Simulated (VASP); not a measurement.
Runs of VASP 6.6.1 on Si2Ni. The structure is that of space group Fm-3m (No. 225), or close to it. The cells are those of the table. 

```csv
task,level,potentials or basis,U,fixed moment (μB),cell,k mesh,cutoff (eV),smearing,ions in elastic constants,gap on the mesh (eV),pressure (GPa),moment (μB)
single point,PBE,"VASP PAW PBE potentials, release 64 (Ni_sv_GW, Si)",-,1.5,"a = 3.823 Å, angles 60.0°, 3 atoms",7 × 7 × 7,690,fermi-dirac 0.05 eV,-,-,10.3,1.50
elastic constants,PBE,"VASP PAW PBE potentials, release 64 (Ni, Si)",-,-,"a = 3.823 Å, angles 60.0°, 3 atoms",7 × 7 × 7,600,fermi-dirac 0.05 eV,relaxed,-,-,0.00
single point,PBE,"VASP PAW PBE potentials, release 64 (Ni, Si)",-,-,"a = 3.823 Å, angles 60.0°, 3 atoms",12 × 12 × 12,520,methfessel-paxton 0.05 eV,-,none,3.2,0.00
single point,LDA,"VASP PAW LDA potentials, release 64 (Ni, Si)",-,-,"a = 3.771 Å, angles 60.0°, 3 atoms",9 × 9 × 9,600,fermi-dirac 0.05 eV,-,none,2.2,0.00
single point,PBEsol+U,"VASP PAW PBE potentials, release 64 (Ni, Si)",Ni d U = 3.0 eV,-,"a = 3.823 Å, angles 60.0°, 3 atoms",9 × 9 × 9,520,fermi-dirac 0.05 eV,-,none,-3.5,0.00
single point,PBEsol+U,"VASP PAW PBE potentials, release 64 (Ni, Si)",Ni d U = 2.0 eV,-,"a = 3.823 Å, angles 60.0°, 3 atoms",9 × 9 × 9,520,fermi-dirac 0.05 eV,-,none,-2.5,0.00
single point,PBEsol+U,"VASP PAW PBE potentials, release 64 (Ni, Si)",Ni d U = 8.0 eV,-,"a = 3.823 Å, angles 60.0°, 3 atoms",9 × 9 × 9,520,fermi-dirac 0.05 eV,-,none,-9.6,0.00
single point,PBE,"VASP PAW PBE potentials, release 64 (Ni_sv_GW, Si)",-,0.8,"a = 3.823 Å, angles 60.0°, 3 atoms",7 × 7 × 7,690,fermi-dirac 0.05 eV,-,-,(a),0.80
single point,PBE,"VASP PAW PBE potentials, release 64 (Ni, Si)",-,-,"a = 3.823 Å, angles 60.0°, 3 atoms",8 × 8 × 8,520,methfessel-paxton 0.05 eV,-,none,(b),0.00
single point,LDA,"VASP PAW LDA potentials, release 64 (Ni, Si)",-,-,"a = 3.848 Å, angles 60.0°, 3 atoms",9 × 9 × 9,600,fermi-dirac 0.05 eV,-,none,(c),0.00
single point,PBE,"VASP PAW PBE potentials, release 64 (Ni, Si)",-,-,"a = 3.823 Å, angles 60.0°, 3 atoms",10 × 10 × 10,520,methfessel-paxton 0.05 eV,-,none,3.2,0.00
single point,PBEsol+U,"VASP PAW PBE potentials, release 64 (Ni, Si)",Ni d U = 5.0 eV,-,"a = 3.823 Å, angles 60.0°, 3 atoms",9 × 9 × 9,520,fermi-dirac 0.05 eV,-,none,-5.7,0.00
```

Alike in all rows: spin collinear, ferromagnetic start.

Estimate the missing entries.

(a) 5.2; (b) 3.0; (c) -6.9.

Caveats: the moments typed at the start vanished in this run (at least some runs); the cell stands under pressure (at least some runs); the cell stands under tension (at least some runs); the PAW data sets were made with another functional, which shifts forces and pressure a little (at least some runs); the U is typed as a test and isn't derived for this compound (at least some runs); the total moment is fixed, so each spin has its own Fermi level and the state may be an excited one (at least some runs); the cell is under stress, which shifts elastic constants (at least some runs).

A gap of «none» marks levels without a gap at the run's occupations.

The runs don't all hold the same shells in valence.
